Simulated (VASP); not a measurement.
# Sn: single point with PBEsol

Sn:

```
Sn
1.0
    -1.66566    1.76762    2.23363
     1.66566   -1.76762    2.23363
     1.66566    1.76762   -2.23363
Sn
1
Direct
  0.00332 0.99901 0.99805
```

```
Program                : VASP 6.6.1
Task                   : single point
Functional             : PBEsol
Potentials or basis    : VASP PAW PBE potentials, release 64 (Sn_d)
Cutoff                 : 520 eV
k mesh                 : 8 × 8 × 8
Occupations            : fermi-dirac, width 0.1 eV
Spin                   : no spin polarisation
Dipole correction      : no
Further INCAR settings : ALGO = Normal; EDIFF = 1e-06; NBANDS = 13
```

The pressure is 0.1 GPa. The band gap on the k mesh is zero (band 7 reaches 15.80 eV, above the bottom of band 8 at 6.63 eV).

Stress tensor (GPa, compression positive):
```
 0.46  0.00  0.00
 0.00  0.12  0.00
 0.00  0.00 -0.14
```

Levels at points of the mesh, in eV from the Fermi level:
| k point | band 3 | band 4 | band 5 | band 6 | band 7 | band 8 | band 9 | band 10 | band 11 | band 12 |
| --- | --- | --- | --- | --- | --- | --- | --- | --- | --- | --- |
| (0.00, 0.00, 0.00) | -21.57 | -21.54 | -21.48 | -11.52 | 7.30 | 7.56 | 8.55 | 10.80 | 11.17 | 11.95 |
| (0.50, 0.00, 0.00) | -21.58 | -21.45 | -21.41 | -7.25 | -5.01 | 5.66 | 6.74 | 10.25 | 10.33 | 10.64 |
| (0.00, 0.50, 0.00) | -21.55 | -21.42 | -21.41 | -6.68 | -4.86 | 4.70 | 5.87 | 9.25 | 9.42 | 10.34 |
| (0.50, 0.50, 0.00) | -21.44 | -21.42 | -21.39 | -5.39 | -4.15 | 2.12 | 2.66 | 5.85 | 6.09 | 18.79 |
| (0.50, 0.50, 0.50) | -21.43 | -21.40 | -21.39 | -4.19 | -3.34 | 0.56 | 1.99 | 4.17 | 5.62 | 19.42 |

Run time: 29 s on 1 thread of Intel Xeon 6975P-C, with other jobs on the host, peak memory 0.17 GiB.

Caveat: the PAW data sets were made with another functional, which shifts forces and pressure a little; spin-orbit coupling is left out, which moves the levels of the heavy elements.
